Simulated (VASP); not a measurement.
# B (Fd-3m) in VASP: further runs

B is run at these levels: BLYP; tasks: single point.

Everything below comes from runs of VASP 6.6.1. Logs are shortened: lines on timing, memory, paths and dates and some standing lists are left out, and cuts for length are marked.

## 1. The cell of the first run

The structure is cubic, space group Fd-3m (No. 227). Conventional cell: a = 4.088 Å, b = 4.088 Å, c = 4.088 Å, α = 90.00°, β = 90.00°, γ = 90.00°. Within 2.4 Å of B (site symmetry -43m) lie 4 B at 1.77 Å.

## 2. Single point, BLYP

The input, INCAR:

```
AGGAC    = 1.0          
AGGAX    = 1.0          
ALDAC    = 0.0          
ALDAX    = 1.0          
ALGO     = Normal         # electronic algorithm
EDIFF    = 1E-6           # SCF threshold, eV
ENCUT    = 520            # plane-wave cutoff, eV
GGA      = B5             # functional
ISIF     = 2              # what is computed and relaxed
ISMEAR   = -1             # smearing method
LASPH    = True           # aspherical terms in the spheres
LCHARG   = True           # write CHGCAR
LELF     = True           # ELF
LREAL    = False          # projectors in reciprocal space
LVHAR    = True         
LWAVE    = False          # write WAVECAR
NBANDS   = 10             # bands
NELM     = 60             # most SCF steps
PREC     = Accurate       # precision mode
SIGMA    = 0.1            # smearing width, eV
```

The input, KPOINTS:

```
k-points
0
Gamma
  15 15 15
```

The input, POSCAR:

```
B
1.0
    0.0000000000      2.0441931237      2.0441931237
    2.0441931237      0.0000000000      2.0441931237
    2.0441931237      2.0441931237      0.0000000000
B
2
Direct
    0.1250000000      0.1250000000      0.1250000000
    0.8750000000      0.8750000000      0.8750000000
```

Potentials or basis: VASP PAW PBE potentials, release 64 (B).

Started as:

```
cat potpaw_PBE.64/B/POTCAR > POTCAR
mpirun -np 1 vasp_std > vasp.out
```

OUTCAR:

```text
EDIFF = 1E-6
   ENCUT = 520
   GGA = B5
   ISIF = 2
   ISMEAR = -1
   LASPH = True
   LREAL = False
   NELM = 60
   PREC = Accurate

 ion  position               nearest neighbor table
   1  0.125  0.125  0.125-   2 1.77   2 1.77   2 1.77   2 1.77
   2  0.875  0.875  0.875-   1 1.77   1 1.77   1 1.77   1 1.77

  LATTYP: Found a face centered cubic cell.
 ALAT       =     4.0883862474

  Lattice vectors:

 A1 = (   0.0000000000,   2.0441931237,   2.0441931237)
 A2 = (   2.0441931237,   0.0000000000,   2.0441931237)
 A3 = (   2.0441931237,   2.0441931237,   0.0000000000)

Analysis of symmetry for initial positions (statically):
=====================================================================
 Subroutine PRICEL returns:
 Original cell was already a primitive cell.

 Routine SETGRP: Setting up the symmetry group for a
 face centered cubic supercell.

 Subroutine GETGRP returns: Found 48 space group operations
 (whereof 12 operations were pure point group operations)
 out of a pool of 48 trial point group operations.

The static configuration has the point symmetry D_3d.
 The point group associated with its full space group is O_h .

Analysis of symmetry for dynamics (positions and initial velocities):
=====================================================================
 Subroutine PRICEL returns:
 Original cell was already a primitive cell.

 Routine SETGRP: Setting up the symmetry group for a
 face centered cubic supercell.

 Subroutine GETGRP returns: Found 48 space group operations
 (whereof 12 operations were pure point group operations)
 out of a pool of 48 trial point group operations.

The dynamic configuration has the point symmetry D_3d.
 The point group associated with its full space group is O_h .

 Subroutine INISYM returns: Found 48 space group operations
 (whereof 12 operations are pure point group operations),
 and found     1 'primitive' translations

----------------------------------------------------------------------------------------

                                     Primitive cell

  volume of cell :      17.0842

  direct lattice vectors                    reciprocal lattice vectors
     0.000000000  2.044193124  2.044193124    -0.244595285  0.244595285  0.244595285
     2.044193124  0.000000000  2.044193124     0.244595285 -0.244595285  0.244595285
     2.044193124  2.044193124  0.000000000     0.244595285  0.244595285 -0.244595285

  length of vectors
     2.890925640  2.890925640  2.890925640     0.423651461  0.423651461  0.423651461

  position of ions in fractional coordinates (direct lattice)
     0.125000000  0.125000000  0.125000000
     0.875000000  0.875000000  0.875000000

  ion indices of the primitive-cell ions
   primitive index   ion index
                 1           1
                 2           2

----------------------------------------------------------------------------------------

 KPOINTS: k-points

Automatic generation of k-mesh.
 Grid dimensions read from file:
 generate k-points for:   15   15   15

 Generating k-lattice:

  Cartesian coordinates                     Fractional coordinates (reciprocal lattice)
    -0.016306352  0.016306352  0.016306352     0.066666667  0.000000000  0.000000000
     0.016306352 -0.016306352  0.016306352     0.000000000  0.066666667  0.000000000
     0.016306352  0.016306352 -0.016306352     0.000000000  0.000000000  0.066666667

  Length of vectors
     0.028243431  0.028243431  0.028243431

  Shift w.r.t. Gamma in fractional coordinates (k-lattice)
     0.000000000  0.000000000  0.000000000

 Subroutine IBZKPT returns following result:
 ===========================================

 Found    120 irreducible k-points:

 Following reciprocal coordinates:
            Coordinates               Weight
  0.000000  0.000000  0.000000      1.000000
  0.066667  0.000000  0.000000      8.000000
  0.133333  0.000000  0.000000      8.000000
  0.200000  0.000000  0.000000      8.000000
  0.266667  0.000000  0.000000      8.000000
  0.333333  0.000000  0.000000      8.000000
[... 16 lines left out ...]
  0.133333  0.133333  0.000000      6.000000
  0.200000  0.133333  0.000000     24.000000
 [... further k-points ...]
   k-points           NKPTS =    120   k-points in BZ     NKDIM =    120   number of bands    NBANDS=     10
   number of dos      NEDOS =    301   number of ions     NIONS =      2
   total plane-waves  NPLWV =  13824
   dimension x,y,z NGX =    24 NGY =   24 NGZ =   24
   dimension x,y,z NGXF=    48 NGYF=   48 NGZF=   48
   ions per type =               2
   NGX,Y,Z   is equivalent  to a cutoff of  13.80, 13.80, 13.80 a.u.
   NGXF,Y,Z  is equivalent  to a cutoff of  27.60, 27.60, 27.60 a.u.
 SYSTEM =  unknown system
   PREC   = accura    normal or accurate (medium, high low for compatibility)
   ISTART =      0    job   : 0-new  1-cont  2-samecut
   ICHARG =      2    charge: 1-file 2-atom 10-const
   ISPIN  =      1    spin polarized calculation?
   LNONCOLLINEAR =      F non collinear calculations
   LSORBIT =      F    spin-orbit coupling
   LASPH  =      T    aspherical Exc in radial PAW
   ENCUT  =  520.0 eV  38.22 Ry    6.18 a.u.   5.38  5.38  5.38*2*pi/ulx,y,z
   NELM   =     60;   NELMIN=  2; NELMDL= -5     # of ELM steps
   EDIFF  = 0.1E-05   stopping-criterion for ELM
   LREAL  =      F    real-space projection
   EDIFFG = 0.1E-04   stopping-criterion for IOM
   NSW    =      0    number of steps for IOM
   IBRION =     -1    ionic relax: 0-MD 1-quasi-New 2-CG
   NFREE  =      0    steps in history (QN), initial steepest desc. (CG)
   ISIF   =      2    stress and relaxation
   ISYM   =      2    0-nonsym 1-usesym 2-fastsym
   POTIM  = 0.5000    time-step for ionic-motion
   TEBEG  =    0.0;   TEEND  =   0.0 temperature during run
   PSTRESS=    0.0 pullay stress
   NELECT =       6.0000    total number of electrons
   NUPDOWN=      -1.0000    fix difference up-down
   EMIN   =  10.00;   EMAX   =-10.00  energy-range for DOS
   EFERMI =   0.00;   METHOD = LEGACY
   ISMEAR =    -1;   SIGMA  =   0.10  broadening in eV -4-tet -1-fermi 0-gaus
   EFERMI_NEDOS =   21; number of points for ismear=-14 and -15
   IALGO  =     38    algorithm
   IMIX   =      4    mixing-type and parameters
     AMIX     =   0.40;   BMIX     =  1.00
     AMIX_MAG =   1.60;   BMIX_MAG =  1.00
  volume/ion in A,a.u.               =       8.54        57.65
  Fermi-wavevector in a.u.,A,eV,Ry     =   1.155030  2.182691 18.151460  1.334095
  Thomas-Fermi vector in A             =   2.291662
   LORBIT       =      0    0 simple, 1 ext, 2 COOP (PROOUT), +10 PAW based schemes
   GGA     = B5    functional components
   LHFCALC =     F    Hartree Fock is set to
   AEXX    =    0.0000 exact exchange contribution
   IVDW    =     0    specifies the selected vdW correction
   LEPSILON=     F    determine dielectric tensor
   LRPA    =     F    only Hartree local field effects (RPA)
 non-spin polarized calculation
  energy-cutoff  :      520.00
  volume of cell :       17.08
 maximum number of plane-waves:       477
 NGX is ok and might be reduce to    24
   NGX = 11   NGY = 11   NGZ = 11

 number of electron       6.0000000 magnetization

 Free energy of the ion-electron system (eV)
  ---------------------------------------------------
  ext. energy  EPLUGINS =         0.00000000
  ---------------------------------------------------
  free energy    TOTEN  =       -10.42730257 eV

  energy without entropy =      -10.39577363  energy(sigma->0) =      -10.41153810

 E-fermi :   3.9251     XC(G=0): -10.3744

 val. band max:        3.9011513911   @ k =  -0.1333   0.2000   0.0667
 cond. band min:       3.9255228877   @ k =  -0.4000   0.2667   0.0667
 fundamental gap:      0.0243714966
 Fermi energy:         3.9251328775

 k-point     1 :       0.0000    0.0000    0.0000
  band No.  band energies     occupation
      1      -8.5801      2.00000
      2       7.7394      0.00000
      3       7.7394      0.00000
      4       7.7394      0.00000
      5      12.0121      0.00000
      6      12.0121      0.00000
      7      12.0121      0.00000
      8      19.9443      0.00000
      9      22.8112      0.00000
     10      26.8480      0.00000

 k-point     2 :       0.0667    0.0000    0.0000
  band No.  band energies     occupation
      1      -8.4864      2.00000
      2       7.0898      0.00000
      3       7.5645      0.00000
      4       7.5645      0.00000
      5      12.2438      0.00000
      6      12.2438      0.00000
      7      12.4513      0.00000
      8      19.9510      0.00000
      9      22.9697      0.00000
     10      25.6515      0.00000

 k-point     3 :       0.1333    0.0000    0.0000
  band No.  band energies     occupation
      1      -8.2060      2.00000
      2       5.6523      0.00000
      3       7.1508      0.00000
      4       7.1508      0.00000
      5      12.7954      0.00000
      6      12.7954      0.00000
      7      13.2851      0.00000
      8      19.9676      0.00000
      9      23.3502      0.00000
     10      24.4913      0.00000

 k-point     4 :       0.2000    0.0000    0.0000
  band No.  band energies     occupation
      1      -7.7404      2.00000
      2       3.9530      0.86146
      3       6.6732      0.00000
      4       6.6732      0.00000
      5      13.4018      0.00000
      6      13.4018      0.00000
      7      14.0616      0.00000
      8      19.9823      0.00000
      9      23.7274      0.00000
     10      23.8824      0.00000
[... 222 lines left out ...]
 k-point    22 :      -0.0667    0.0667    0.0000
  band No.  band energies     occupation
      1      -8.3305      2.00000
      2       6.5176      0.00000
      3       6.7552      0.00000
      4       7.5808      0.00000
      5      12.2788      0.00000
      6      12.8092      0.00000
      7      13.0548      0.00000
      8      19.9027      0.00000
      9      23.2090      0.00000
     10      24.2075      0.00000

 k-point    23 :       0.1333    0.1333    0.0000
  band No.  band energies     occupation
      1      -8.0815      2.00000
      2       6.1889      0.00000
      3       6.1889      0.00000
      4       6.6984      0.00000
      5      11.6883      0.00000
      6      14.0486      0.00000
      7      14.0486      0.00000
      8      18.9813      0.00000
      9      23.2413      0.00000
     10      23.6215      0.00000

 k-point    24 :       0.2000    0.1333    0.0000
  band No.  band energies     occupation
      1      -7.7401      2.00000
      2       5.0358      0.00003
      3       5.6676      0.00000
      4       6.4147      0.00000
      5      11.8099      0.00000
      6      14.8114      0.00000
      7      14.8374      0.00000
      8      18.2021      0.00000
      9      23.3082      0.00000
     10      24.0219      0.00000

 [... further k-points ...]
[... 5 lines left out ...]
  --------------------------------------------------------------------------------------
  -------------------------------------------------------------------------------------
  Total       -0.0029482     -0.0029482     -0.0029482      0.0000000      0.0000000      0.0000000
  in kB       -0.2764882     -0.2764882     -0.2764882      0.0000000      0.0000000      0.0000000
  external PRESSURE =      -0.2764882 kB  Pullay stress =       0.0000000 kB

 VOLUME and BASIS-vectors are now :
 -----------------------------------------------------------------------------
  energy-cutoff  :      520.00
  volume of cell :       17.08
      direct lattice vectors                 reciprocal lattice vectors
     0.000000000  2.044193124  2.044193124    -0.244595285  0.244595285  0.244595285
     2.044193124  0.000000000  2.044193124     0.244595285 -0.244595285  0.244595285
     2.044193124  2.044193124  0.000000000     0.244595285  0.244595285 -0.244595285

 POSITION                                       TOTAL-FORCE (eV/Angst)
 -----------------------------------------------------------------------------------
      0.51105      0.51105      0.51105         0.000000      0.000000      0.000000
      3.57734      3.57734      3.57734        -0.000000     -0.000000     -0.000000
 -----------------------------------------------------------------------------------
    total drift:                                0.000000      0.000000      0.000000

  FREE ENERGIE OF THE ION-ELECTRON SYSTEM (eV)
  ---------------------------------------------------
  free  energy   TOTEN  =       -10.4273025670 eV

  energy  without entropy=      -10.3957736339  energy(sigma->0) =      -10.41153810
```

Wall time 22 s (1 thread of Intel Xeon Platinum 8259CL at 2.50GHz (Skylake/Cascade Lake), shared host); peak memory 0.13 GiB.

What came out:

| Property | Result |
| --- | --- |
| Free energy | -10.4273 eV |
| Pressure | 0.0 GPa |
| Band gap on the k mesh | zero (band 3 reaches 7.74 eV, above the bottom of band 4 at 1.49 eV) |

Caveat: the PAW data sets were made with another functional, which shifts forces and pressure a little.

[end of part 1 of 2]
